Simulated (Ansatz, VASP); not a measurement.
Ta: VASP beside Ansatz

```
Ta
1.0
    -1.65957    1.65957    1.65957
     1.65957   -1.65957    1.65957
     1.65957    1.65957   -1.65957
Ta
1
Direct
  0.00000 0.00000 0.00000
```

Alike in both runs: functional PBE; k mesh 17 × 17 × 17; occupations fermi-dirac, width 0.05 eV; no spin polarisation.

Ansatz relaxed the structure, and its values are those at the end. VASP's run is a single point on that final structure, the one shown.

|  | VASP | Ansatz |
| --- | --- | --- |
| version | VASP 6.6.1 | Ansatz 0.2.0 |
| potentials or method | VASP PAW PBE potentials, release 64 (Ta_pv) | PAW with Ansatz's default frozen-core files, scalar-relativistic |
| plane-wave cutoff (eV) | 520 | 420 |
| valence electrons in the cell | 11 | 13 |

```tsv
	VASP	Ansatz	Ansatz less VASP
pressure (GPa)	0.1	0.0	-0.09
```

The functional is the same, so the differences come from potentials, cutoffs and numerics. VASP's potentials hold 11 valence electrons a cell and Ansatz's 13, so a difference there can come from the potentials and not from the codes.

Neither program's run includes spin-orbit coupling.
